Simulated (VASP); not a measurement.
# C (Fd-3m) in VASP: notebook

Runs on C. Level: r2SCAN. Tasks: electric field gradients.

All numbers are computed with VASP 6.6.1; they aren't measurements. Logs are shortened: lines on timing, memory, paths and dates and some standing lists are left out, and cuts for length are marked.

### Step 1. The cell of the first run

Symmetry: Fd-3m, No. 227, cubic system. Conventional cell: a = 3.525 Å, b = 3.525 Å, c = 3.525 Å, α = 90.00°, β = 90.00°, γ = 90.00°. Within 2.0 Å of C (site symmetry -43m) lie 4 C at 1.53 Å.

### Step 2. Electric field gradients, r2SCAN (volume scaled by 0.97)

The input, POSCAR:

```
C
1.0
    0.0000000000      1.7623877637      1.7623877637
    1.7623877637      0.0000000000      1.7623877637
    1.7623877637      1.7623877637      0.0000000000
C
2
Direct
    0.0000000000      0.0000000000      0.0000000000
    0.2500000000      0.2500000000      0.2500000000
```

The input, INCAR.step1:

```
PREC = Accurate
ENCUT = 520
ISMEAR = -1
SIGMA = 0.03
LREAL = F
LASPH = T
NELM = 80
NBANDS = 11
GGA = PE
ALGO = Normal
EDIFF = 1E-4
LWAVE = T
LCHARG = F
```

The input, INCAR.step2:

```
PREC = Accurate
ENCUT = 520
EDIFF = 1E-8
ISMEAR = -1
SIGMA = 0.03
LREAL = F
LASPH = T
NELM = 80
ALGO = Normal
ISIF = 2
LWAVE = F
LCHARG = F
METAGGA = R2SCAN
LMIXTAU = T
LEFG = T
NBANDS = 11
ISTART = 1
```

The input, KPOINTS:

```
Automatic mesh
0
Gamma
  14 14 14
```

Potentials or basis: VASP PAW PBE potentials, release 64 (C).

On the command line:

```
$ cat potpaw_PBE.64/C/POTCAR > POTCAR
$ cp INCAR.step1 INCAR
$ mpirun -np 1 vasp_std > vasp.out
$ cp INCAR.step2 INCAR
$ mpirun -np 1 vasp_std > vasp.out
```

OUTCAR:

```text
PREC = Accurate
   ENCUT = 520
   EDIFF = 1E-8
   ISMEAR = -1
   LREAL = F
   LASPH = T
   NELM = 80
   ISIF = 2
   METAGGA = R2SCAN
   ISTART = 1

 ion  position               nearest neighbor table
   1  0.000  0.000  0.000-   2 1.53   2 1.53   2 1.53   2 1.53
   2  0.250  0.250  0.250-   1 1.53   1 1.53   1 1.53   1 1.53

  LATTYP: Found a face centered cubic cell.
 ALAT       =     3.5247755274

  Lattice vectors:

 A1 = (   0.0000000000,   1.7623877637,   1.7623877637)
 A2 = (   1.7623877637,   0.0000000000,   1.7623877637)
 A3 = (   1.7623877637,   1.7623877637,   0.0000000000)

Analysis of symmetry for initial positions (statically):
=====================================================================
 Subroutine PRICEL returns:
 Original cell was already a primitive cell.

 Routine SETGRP: Setting up the symmetry group for a
 face centered cubic supercell.

 Subroutine GETGRP returns: Found 48 space group operations
 (whereof 24 operations were pure point group operations)
 out of a pool of 48 trial point group operations.

The static configuration has the point symmetry T_d .
 The point group associated with its full space group is O_h .

Analysis of symmetry for dynamics (positions and initial velocities):
=====================================================================
 Subroutine PRICEL returns:
 Original cell was already a primitive cell.

 Routine SETGRP: Setting up the symmetry group for a
 face centered cubic supercell.

 Subroutine GETGRP returns: Found 48 space group operations
 (whereof 24 operations were pure point group operations)
 out of a pool of 48 trial point group operations.

The dynamic configuration has the point symmetry T_d .
 The point group associated with its full space group is O_h .

 Subroutine INISYM returns: Found 48 space group operations
 (whereof 24 operations are pure point group operations),
 and found     1 'primitive' translations

----------------------------------------------------------------------------------------

                                     Primitive cell

  volume of cell :      10.9480

  direct lattice vectors                    reciprocal lattice vectors
     0.000000000  1.762387764  1.762387764    -0.283706010  0.283706010  0.283706010
     1.762387764  0.000000000  1.762387764     0.283706010 -0.283706010  0.283706010
     1.762387764  1.762387764  0.000000000     0.283706010  0.283706010 -0.283706010

  length of vectors
     2.492392678  2.492392678  2.492392678     0.491393223  0.491393223  0.491393223

  position of ions in fractional coordinates (direct lattice)
     0.000000000  0.000000000  0.000000000
     0.250000000  0.250000000  0.250000000

  ion indices of the primitive-cell ions
   primitive index   ion index
                 1           1
                 2           2

----------------------------------------------------------------------------------------

 KPOINTS: Automatic mesh

Automatic generation of k-mesh.
 Grid dimensions read from file:
 generate k-points for:   14   14   14

 Generating k-lattice:

  Cartesian coordinates                     Fractional coordinates (reciprocal lattice)
    -0.020264715  0.020264715  0.020264715     0.071428571  0.000000000  0.000000000
     0.020264715 -0.020264715  0.020264715     0.000000000  0.071428571  0.000000000
     0.020264715  0.020264715 -0.020264715     0.000000000  0.000000000  0.071428571

  Length of vectors
     0.035099516  0.035099516  0.035099516

  Shift w.r.t. Gamma in fractional coordinates (k-lattice)
     0.000000000  0.000000000  0.000000000

 Subroutine IBZKPT returns following result:
 ===========================================

 Found    104 irreducible k-points:

 Following reciprocal coordinates:
            Coordinates               Weight
  0.000000  0.000000  0.000000      1.000000
  0.071429  0.000000  0.000000      8.000000
  0.142857  0.000000  0.000000      8.000000
  0.214286  0.000000  0.000000      8.000000
  0.285714  0.000000  0.000000      8.000000
  0.357143  0.000000  0.000000      8.000000
[... 16 lines left out ...]
  0.214286  0.142857  0.000000     24.000000
  0.285714  0.142857  0.000000     24.000000
 [... further k-points ...]
   k-points           NKPTS =    104   k-points in BZ     NKDIM =    104   number of bands    NBANDS=     11
   number of dos      NEDOS =    301   number of ions     NIONS =      2
   total plane-waves  NPLWV =   8000
   dimension x,y,z NGX =    20 NGY =   20 NGZ =   20
   dimension x,y,z NGXF=    40 NGYF=   40 NGZF=   40
   ions per type =               2
   NGX,Y,Z   is equivalent  to a cutoff of  13.34, 13.34, 13.34 a.u.
   NGXF,Y,Z  is equivalent  to a cutoff of  26.68, 26.68, 26.68 a.u.
 SYSTEM =  unknown system
   PREC   = accura    normal or accurate (medium, high low for compatibility)
   ISTART =      1    job   : 0-new  1-cont  2-samecut
   ICHARG =      0    charge: 1-file 2-atom 10-const
   ISPIN  =      1    spin polarized calculation?
   LNONCOLLINEAR =      F non collinear calculations
   LSORBIT =      F    spin-orbit coupling
   LASPH  =      T    aspherical Exc in radial PAW
   ENCUT  =  520.0 eV  38.22 Ry    6.18 a.u.   4.63  4.63  4.63*2*pi/ulx,y,z
   NELM   =     80;   NELMIN=  2; NELMDL=  0     # of ELM steps
   EDIFF  = 0.1E-07   stopping-criterion for ELM
   LREAL  =      F    real-space projection
   EDIFFG = 0.1E-06   stopping-criterion for IOM
   NSW    =      0    number of steps for IOM
   IBRION =     -1    ionic relax: 0-MD 1-quasi-New 2-CG
   NFREE  =      0    steps in history (QN), initial steepest desc. (CG)
   ISIF   =      2    stress and relaxation
   ISYM   =      2    0-nonsym 1-usesym 2-fastsym
   POTIM  = 0.5000    time-step for ionic-motion
   TEBEG  =    0.0;   TEEND  =   0.0 temperature during run
   PSTRESS=    0.0 pullay stress
   NELECT =       8.0000    total number of electrons
   NUPDOWN=      -1.0000    fix difference up-down
   EMIN   =  10.00;   EMAX   =-10.00  energy-range for DOS
   EFERMI =   0.00;   METHOD = LEGACY
   ISMEAR =    -1;   SIGMA  =   0.03  broadening in eV -4-tet -1-fermi 0-gaus
   EFERMI_NEDOS =   21; number of points for ismear=-14 and -15
   IALGO  =     38    algorithm
   IMIX   =      4    mixing-type and parameters
     AMIX     =   0.40;   BMIX     =  1.00
     AMIX_MAG =   1.60;   BMIX_MAG =  1.00
  volume/ion in A,a.u.               =       5.47        36.94
  Fermi-wavevector in a.u.,A,eV,Ry     =   1.474552  2.786499 29.583187  2.174303
  Thomas-Fermi vector in A             =   2.589309
   LORBIT       =      0    0 simple, 1 ext, 2 COOP (PROOUT), +10 PAW based schemes
   METAGGA = R2SCAN    functional components
   LHFCALC =     F    Hartree Fock is set to
   AEXX    =    0.0000 exact exchange contribution
   IVDW    =     0    specifies the selected vdW correction
   LEPSILON=     F    determine dielectric tensor
   LRPA    =     F    only Hartree local field effects (RPA)
 non-spin polarized calculation
  energy-cutoff  :      520.00
  volume of cell :       10.95
 maximum number of plane-waves:       306
   NGX =  9   NGY =  9   NGZ =  9

 number of electron       7.9999999 magnetization

 Free energy of the ion-electron system (eV)
  ---------------------------------------------------
  ext. energy  EPLUGINS =         0.00000000
  ---------------------------------------------------
  free energy    TOTEN  =       -19.63945325 eV

  energy without entropy =      -19.63945325  energy(sigma->0) =      -19.63945325

 E-fermi :  10.9121     XC(G=0): -14.4539

 val. band max:       10.2356719755   @ k =   0.0000   0.0000   0.0000
 cond. band min:      14.6383779433   @ k =   0.3571   0.3571   0.0000
 fundamental gap:      4.4027059679
 Fermi energy:        10.9121243690

 k-point     1 :       0.0000    0.0000    0.0000
  band No.  band energies     occupation
      1     -12.9573      2.00000
      2      10.2357      2.00000
      3      10.2357      2.00000
      4      10.2357      2.00000
      5      16.1696      0.00000
      6      16.1696      0.00000
      7      16.1696      0.00000
      8      24.9157      0.00000
      9      31.1261      0.00000
     10      38.0219      0.00000
     11      38.0219      0.00000
[... 309 lines left out ...]
 k-point    24 :       0.2857    0.1429    0.0000
  band No.  band energies     occupation
      1     -10.7614      2.00000
      2       3.6696      2.00000
      3       6.5881      2.00000
      4       7.3937      2.00000
      5      16.5557      0.00000
      6      21.0523      0.00000
      7      21.1282      0.00000
      8      23.6066      0.00000
      9      32.1523      0.00000
     10      33.4585      0.00000
     11      37.9497      0.00000

 [... further k-points ...]

------------------------ aborting loop because EDIFF is reached ----------------------------------------

  FORCE on cell =-STRESS in cart. coord.  units (eV):
  Direction    XX          YY          ZZ          XY          YZ          ZX
  --------------------------------------------------------------------------------------
  -------------------------------------------------------------------------------------
  Total        1.0638100      1.0638100      1.0638100     -0.0000000     -0.0000000      0.0000000
  in kB      155.6826670    155.6826670    155.6826670     -0.0000000     -0.0000000      0.0000000
  external PRESSURE =     155.6826670 kB  Pullay stress =       0.0000000 kB

 VOLUME and BASIS-vectors are now :
 -----------------------------------------------------------------------------
  energy-cutoff  :      520.00
  volume of cell :       10.95
      direct lattice vectors                 reciprocal lattice vectors
     0.000000000  1.762387764  1.762387764    -0.283706010  0.283706010  0.283706010
     1.762387764  0.000000000  1.762387764     0.283706010 -0.283706010  0.283706010
     1.762387764  1.762387764  0.000000000     0.283706010  0.283706010 -0.283706010

 POSITION                                       TOTAL-FORCE (eV/Angst)
 -----------------------------------------------------------------------------------
      0.00000      0.00000      0.00000         0.000000     -0.000000     -0.000000
      0.88119      0.88119      0.88119        -0.000000      0.000000      0.000000
 -----------------------------------------------------------------------------------
    total drift:                                0.000000      0.000000      0.000000

  FREE ENERGIE OF THE ION-ELECTRON SYSTEM (eV)
  ---------------------------------------------------
  free  energy   TOTEN  =       -19.6394532450 eV

  energy  without entropy=      -19.6394532450  energy(sigma->0) =      -19.63945325

 Electric field gradients (V/A^2)
---------------------------------------------------------------------
 ion       V_xx      V_yy      V_zz      V_xy      V_xz      V_yz
---------------------------------------------------------------------
   1       0.000    -0.000    -0.000    -0.000    -0.000    -0.000
   2      -0.000    -0.000     0.000    -0.000    -0.000    -0.000
---------------------------------------------------------------------

 Electric field gradients after diagonalization (V/A^2)
 (convention: |V_zz| > |V_xx| > |V_yy|)
----------------------------------------------------------------------
 ion       V_xx      V_yy      V_zz     asymmetry (V_yy - V_xx)/ V_zz
----------------------------------------------------------------------
   1       0.000     0.000    -0.000       0.000
   2       0.000     0.000    -0.000       0.000
----------------------------------------------------------------------

           NMR quadrupolar parameters

 Cq : quadrupolar parameter    Cq=e*Q*V_zz/h
 eta: asymmetry parameters     (V_yy - V_xx)/ V_zz
 Q  : nuclear electric quadrupole moment in mb (millibarn)
----------------------------------------------------------------------
 ion       Cq(MHz)       eta       Q (mb)
----------------------------------------------------------------------
   1      -0.000       0.000       1.000
   2      -0.000       0.000       1.000
----------------------------------------------------------------------
```

Run time: 43 s. Hardware: 1 thread of Intel Xeon 6975P-C, shared host; peak memory 0.13 GiB.

What came out:

* Free energy: -19.6395 eV
* Pressure: 15.6 GPa
* Band gap on the k mesh: 4.40 eV, indirect (least direct gap 5.93 eV)

Caveat: the cell differs from its parent crystal (volume scaled by 0.97); without QUAD_EFG the Cq values of the log hold for a quadrupole moment of 1 mb, not for the nuclei; the PAW data sets were made with another functional, which shifts forces and pressure a little. A k mesh can miss the band edges.

### Step 3. Electric field gradients, r2SCAN

This run uses another cell than the first one, of 5.64 Å³/atom, 1.031 times its volume.

The input, POSCAR:

```
C
1.0
    0.0000000000      1.7803725545      1.7803725545
    1.7803725545      0.0000000000      1.7803725545
    1.7803725545      1.7803725545      0.0000000000
C
2
Direct
    0.0000000000      0.0000000000      0.0000000000
    0.2500000000      0.2500000000      0.2500000000
```

The input, INCAR.step1:

```
ALGO = Normal ; EDIFF = 1E-4
ENCUT = 520 ; GGA = PE
ISMEAR = -1 ; LASPH = True
LCHARG = False ; LREAL = False
LWAVE = True ; NBANDS = 11
NELM = 60 ; PREC = Accurate
SIGMA = 0.03
```

The input, INCAR.step2:

```
ALGO = Normal ; EDIFF = 1E-8
ENCUT = 520 ; ISIF = 2
ISMEAR = -1 ; ISTART = 1
LASPH = True ; LCHARG = False
LEFG = True ; LMIXTAU = True
LREAL = False ; LWAVE = False
METAGGA = R2SCAN ; NBANDS = 11
NELM = 60 ; PREC = Accurate
SIGMA = 0.03
```

The input, KPOINTS:

```
k-points
0
Gamma
  14 14 14
```

Potentials or basis: VASP PAW PBE potentials, release 64 (C).

On the command line:

```
$ cat potpaw_PBE.64/C/POTCAR > POTCAR
$ cp INCAR.step1 INCAR
$ mpirun -np 1 vasp_std > vasp.out
$ cp INCAR.step2 INCAR
$ mpirun -np 1 vasp_std > vasp.out
```

OUTCAR:

```text
EDIFF = 1E-8
   ENCUT = 520
   ISIF = 2
   ISMEAR = -1
   ISTART = 1
   LASPH = True
   LREAL = False
   METAGGA = R2SCAN
   NELM = 60
   PREC = Accurate

 ion  position               nearest neighbor table
   1  0.000  0.000  0.000-   2 1.54   2 1.54   2 1.54   2 1.54
   2  0.250  0.250  0.250-   1 1.54   1 1.54   1 1.54   1 1.54

  LATTYP: Found a face centered cubic cell.
 ALAT       =     3.5607451090

  Lattice vectors:

 A1 = (   0.0000000000,   1.7803725545,   1.7803725545)
 A2 = (   1.7803725545,   0.0000000000,   1.7803725545)
 A3 = (   1.7803725545,   1.7803725545,   0.0000000000)

Analysis of symmetry for initial positions (statically):
=====================================================================
 Subroutine PRICEL returns:
 Original cell was already a primitive cell.

 Routine SETGRP: Setting up the symmetry group for a
 face centered cubic supercell.

[... 525 lines left out ...]
  volume of cell :       11.29
      direct lattice vectors                 reciprocal lattice vectors
     0.000000000  1.780372554  1.780372554    -0.280840096  0.280840096  0.280840096
     1.780372554  0.000000000  1.780372554     0.280840096 -0.280840096  0.280840096
     1.780372554  1.780372554  0.000000000     0.280840096  0.280840096 -0.280840096

 POSITION                                       TOTAL-FORCE (eV/Angst)
 -----------------------------------------------------------------------------------
      0.00000      0.00000      0.00000         0.000000     -0.000000      0.000000
      0.89019      0.89019      0.89019        -0.000000      0.000000     -0.000000
 -----------------------------------------------------------------------------------
    total drift:                                0.000000      0.000000      0.000000

  FREE ENERGIE OF THE ION-ELECTRON SYSTEM (eV)
  ---------------------------------------------------
  free  energy   TOTEN  =       -19.6572635933 eV

  energy  without entropy=      -19.6572635933  energy(sigma->0) =      -19.65726359

 Electric field gradients (V/A^2)
---------------------------------------------------------------------
 ion       V_xx      V_yy      V_zz      V_xy      V_xz      V_yz
---------------------------------------------------------------------
   1      -0.000     0.000    -0.000    -0.000    -0.000    -0.000
   2      -0.000     0.000    -0.000    -0.000    -0.000    -0.000
---------------------------------------------------------------------

 Electric field gradients after diagonalization (V/A^2)
 (convention: |V_zz| > |V_xx| > |V_yy|)
----------------------------------------------------------------------
 ion       V_xx      V_yy      V_zz     asymmetry (V_yy - V_xx)/ V_zz
----------------------------------------------------------------------
   1       0.000     0.000    -0.000       0.000
   2       0.000     0.000    -0.000       0.000
----------------------------------------------------------------------

           NMR quadrupolar parameters

 Cq : quadrupolar parameter    Cq=e*Q*V_zz/h
 eta: asymmetry parameters     (V_yy - V_xx)/ V_zz
 Q  : nuclear electric quadrupole moment in mb (millibarn)
----------------------------------------------------------------------
 ion       Cq(MHz)       eta       Q (mb)
----------------------------------------------------------------------
   1      -0.000       0.000       1.000
   2      -0.000       0.000       1.000
----------------------------------------------------------------------
```

OUTCAR.step1:

```text
EDIFF = 1E-4
   ENCUT = 520
   GGA = PE
   ISMEAR = -1
   LASPH = True
[... 558 lines left out ...]
      0.00000      0.00000      0.00000         0.000000      0.000000      0.000000
      0.89019      0.89019      0.89019        -0.000000     -0.000000     -0.000000
 -----------------------------------------------------------------------------------
    total drift:                                0.000000      0.000000      0.000000

  FREE ENERGIE OF THE ION-ELECTRON SYSTEM (eV)
  ---------------------------------------------------
  free  energy   TOTEN  =       -18.1838863034 eV

  energy  without entropy=      -18.1838863034  energy(sigma->0) =      -18.18388630
```

OSZICAR.step1:

```text
N       E                     dE             d eps       ncg     rms          rms(c)
DAV:   1     0.895840817478E+00    0.89584E+00   -0.47851E+03  2374   0.721E+02
DAV:   2    -0.184374452787E+02   -0.19333E+02   -0.18572E+02  2914   0.125E+02
DAV:   3    -0.188319373177E+02   -0.39449E+00   -0.39361E+00  2672   0.136E+01
DAV:   4    -0.188325939811E+02   -0.65666E-03   -0.65665E-03  2437   0.688E-01
DAV:   5    -0.188325947441E+02   -0.76293E-06   -0.76274E-06  2584   0.222E-02    0.559E+00
DAV:   6    -0.183458233260E+02    0.48677E+00   -0.25405E-01  2333   0.355E+00    0.334E+00
DAV:   7    -0.181820123028E+02    0.16381E+00   -0.31078E-01  2462   0.398E+00    0.766E-01
DAV:   8    -0.181838459963E+02   -0.18337E-02   -0.87329E-03  2384   0.698E-01    0.438E-02
DAV:   9    -0.181838863034E+02   -0.40307E-04   -0.61703E-05  2554   0.635E-02
   1 F= -.18183886E+02 E0= -.18183886E+02  d E =-.453017E-11
```

Wall time 36 s (1 thread of Intel Xeon 6975P-C, shared host); peak memory 0.13 GiB.

What came out:

```yaml
Free_energy: -19.6573 eV
Pressure: 0.9 GPa
Band_gap_on_the_k_mesh: 4.33 eV, indirect (least direct gap 5.85 eV)
```

Caveat: without QUAD_EFG the Cq values of the log hold for a quadrupole moment of 1 mb, not for the nuclei; the PAW data sets were made with another functional, which shifts forces and pressure a little. A k mesh can miss the band edges.

(Part 1 of 2 ends here.)
